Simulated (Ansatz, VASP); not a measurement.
## NaCl in VASP and in Ansatz

The input INCAR:

```
SYSTEM = NaCl
PREC = Accurate
ENCUT = 600
EDIFF = 1E-6
ISMEAR = 0
SIGMA = 0.02
LREAL = .False.
LASPH = .True.
NELM = 60
ALGO = Normal
ISIF = 3
LWAVE = .False.
LCHARG = .False.
GGA = PE
IBRION = 2
NSW = 100
EDIFFG = -0.01
```

KPOINTS

```
regular mesh
0
Gamma
  8 8 8
  0 0 0
```

File POSCAR:

```
NaCl
1.0
   -2.4361073756      2.4361073756      2.3949348751
    2.4361073756     -2.4361073756      2.3949348751
    2.4361073756      2.4361073756     -2.3949348751
Na Cl
1 1
Direct
    0.0000000000      0.0000000000      0.0000000000
    0.2500000000      0.7500000000      0.5000000000
```

Input for Ansatz:

```yaml
crystal:
  lattice:
    - [-2.4361073756, 2.4361073756, 2.3949348751]
    - [2.4361073756, -2.4361073756, 2.3949348751]
    - [2.4361073756, 2.4361073756, -2.3949348751]
  atoms:
    - { symbol: Na, position: [0.0, 0.0, 0.0] }
    - { symbol: Cl, position: [0.25, 0.75, 0.5] }
basis:
  ecutwfc: 420
kpoints:
  mp_grid: { grid: [8, 8, 8] }
hamiltonian:
  xc: pbe
scf:
  occupations: { method: gaussian, width: 0.02 }
output:
  forces: true
  stress: true
  eigenvalues: true
  write_density: true
  write_potential: true
  elf: true
  volumetric_format: npy
relax:
  adjacent_minimum: "off"
  f_tol: 0.01
  max_steps: 80
  cell: { stress_tol: 0.05 }
```

Alike in both runs: task relaxation of cell and atoms; functional PBE; k mesh 8 × 8 × 8; occupations gaussian, width 0.02 eV; no spin polarisation.

```csv
,VASP,Ansatz
version,VASP 6.6.1,Ansatz 0.2.0
potentials or method,"VASP PAW PBE potentials, release 64 (Na_pv, Cl), cutoff 600 eV","scalar-relativistic, plane waves, PAW"
valence electrons in the cell,14,16
```

Ansatz gave:

| Quantity | Value |
| --- | --- |
| gap on the k mesh at the Fermi level, each at its own relaxed structure (eV) | 4.84 |
| relaxed volume (Å³/atom) | 30.58 |
| relaxed length of the cell vector where the two differ most in proportion (Å) | 4.415 |

Task: What did VASP give for the same quantities?

Result: gap on the k mesh at the Fermi level, each at its own relaxed structure (eV): 4.66; relaxed volume (Å³/atom): 28.43; relaxed length of the cell vector where the two differ most in proportion (Å): 4.196.

One of these differences is far larger than is usual between the two programs; its cause wasn't traced. VASP's potentials hold 14 valence electrons a cell and Ansatz's 16, so a difference there can come from the potentials and not from the codes.

Noted on VASP's run: the relaxation stopped at its first step, so nothing moved.
